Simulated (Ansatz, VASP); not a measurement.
## HfSi2 in VASP and in Ansatz

```xyz
6
Lattice="1.8102 -7.1209 0.0000 1.8102 7.1209 0.0000 0.0000 0.0000 3.6117" Properties=species:S:1:pos:R:3 pbc="T T T"
Hf    1.8102   -5.6297    0.9029
Hf    1.8102    5.6297    2.7088
Si    1.8102    3.5579    0.9029
Si    1.8102   -3.5579    2.7088
Si    1.8102    0.7849    2.7088
Si    1.8102   -0.7849    0.9029
```

Alike in both runs: functional LDA; k mesh 10 × 10 × 10; occupations gaussian, width 0.1 eV; no spin polarisation.

Ansatz relaxed the structure, and its values are those at the end. VASP's run is a single point on that final structure, the one shown.

```csv
,VASP,Ansatz
version,VASP 6.6.1,Ansatz 0.2.0
potentials or method,"VASP PAW LDA potentials, release 64 (Hf_pv, Si), cutoff 500 eV","scalar-relativistic, plane waves, PAW"
valence electrons in the cell,36,68
```

VASP gave:

| Quantity | Value |
| --- | --- |
| gap on the k mesh at the Fermi level (eV) | none |
| pressure (GPa) | 0.5 |
| rms of the force components (eV/Å) | 0.011 |

**Question.** What did Ansatz give for the same quantities?

**Answer.** gap on the k mesh at the Fermi level (eV): none; pressure (GPa): 0.0; rms of the force components (eV/Å): 0.000.

LDA's correlation is that of Perdew and Zunger in VASP and of Perdew and Wang (1992) in Ansatz. A gap of «none» marks a metal or a gap that the smearing closes. VASP's potentials hold 36 valence electrons a cell and Ansatz's 68, so a difference there can come from the potentials and not from the codes.

Neither program's run includes spin-orbit coupling.
